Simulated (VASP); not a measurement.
Set up this calculation in VASP 6.6.1, as the native input.

* Task: single point
* Functional: PBEsol
* Dispersion: D3(BJ)
* Potentials or basis: VASP PAW PBE potentials, release 64 (Sn_d, O)
* Cutoff: 520 eV
* k mesh: 12 × 12 × 10
* Occupations: gaussian, width 0.15 eV
* Spin: no spin polarisation
* Dipole correction: no
* Further INCAR settings: ALGO = Normal; EDIFF = 1e-06; NBANDS = 28

The structure of SnO lies in POSCAR:

```
SnO
1.0
    3.8020000000      0.0000000000      0.0000000000
    0.0000000000      3.8020000000      0.0000000000
    0.0000000000      0.0000000000      4.8360000000
Sn O
2 2
Direct
    0.0000000000      0.5000000000      0.1454478908
    0.5000000000      0.0000000000      0.7615000000
    0.0000000000      0.0000000000      0.0000000000
    0.5000000000      0.5000000000      0.0000000000
```

This cell differs from its parent crystal: atom 1 (Sn) moved by (+0.000, -0.450) A along y and z.

The input as run:

INCAR

```
SYSTEM = SnO
  PREC = Accurate
  ENCUT = 520
  EDIFF = 1E-6
  ISMEAR = 0
  SIGMA = 0.15
  LREAL = .False.
  LASPH = .True.
  NELM = 80
  ALGO = Normal
  ISIF = 2
  LWAVE = .False.
  LCHARG = .False.
  GGA = PS
  IVDW = 12
  NBANDS = 28
```

KPOINTS

```
Automatic mesh
0
Gamma
  12 12 10
  0 0 0
```

Potentials or basis: VASP PAW PBE potentials, release 64 (Sn_d, O).

Run with:

```console
$ cat potpaw_PBE.64/Sn_d/POTCAR potpaw_PBE.64/O/POTCAR > POTCAR
$ mpirun -np 1 vasp_std > vasp.out
```

It gave:

```yaml
Pressure: 16.3 GPa
Largest_force: 6.375 eV/Å
Band_gap_on_the_k_mesh: 0.39 eV (least direct gap 1.36 eV)
Dispersion_energy_per_atom: -0.216 eV
```

Caveat: the cell differs from its parent crystal (atom 1 (Sn) moved by (+0.000, -0.450) A along y and z); the stress differs along the axes, from 10 to 19 GPa; semilocal functionals underestimate gaps, and a narrow one can read as zero; the PAW data sets were made with another functional, which shifts forces and pressure a little; spin-orbit coupling is left out, which moves the levels of the heavy elements.

It took 4.4 min on 1 thread of Intel Xeon 8259CL, with other jobs on the host, peak memory 0.38 GiB.
